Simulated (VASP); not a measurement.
B, 2 atoms in the cell. It takes space group Fd-3m (No. 227, cubic). Conventional cell: a = 4.138 Å, b = 4.138 Å, c = 4.138 Å, α = 90.00°, β = 90.00°, γ = 90.00°. Within 2.4 Å of B (site symmetry -43m) lie 4 B at 1.79 Å.  This cell differs from its parent crystal: volume scaled by 1.08.

```yaml
Program: VASP 6.6.1
Task: single point
Functional: PBEsol
Potentials_or_basis: VASP PAW PBE potentials, release 64 (B)
Cutoff: 520 eV
k_mesh: 15 × 15 × 15
Occupations: fermi-dirac, width 0.1 eV
Spin: no spin polarisation
Dipole_correction: no
Further_INCAR_settings: ALGO = Normal; EDIFF = 1e-06; NBANDS = 10
```

Potentials or basis: VASP PAW PBE potentials, release 64 (B).

Command:

```sh
$ cat potpaw_PBE.64/B/POTCAR > POTCAR
$ mpirun -np 1 vasp_std > vasp.out
```

Hardware: 1 thread of Intel(R) Xeon(R) 6975P-C (Granite Rapids) (shared host).

Task: Estimate the wall time of this run.

Result: Run time: 6.6 s on 1 thread of Intel(R) Xeon(R) 6975P-C (Granite Rapids) (shared host), peak memory 0.14 GiB. Counts: scf iterations 11, k points 120.
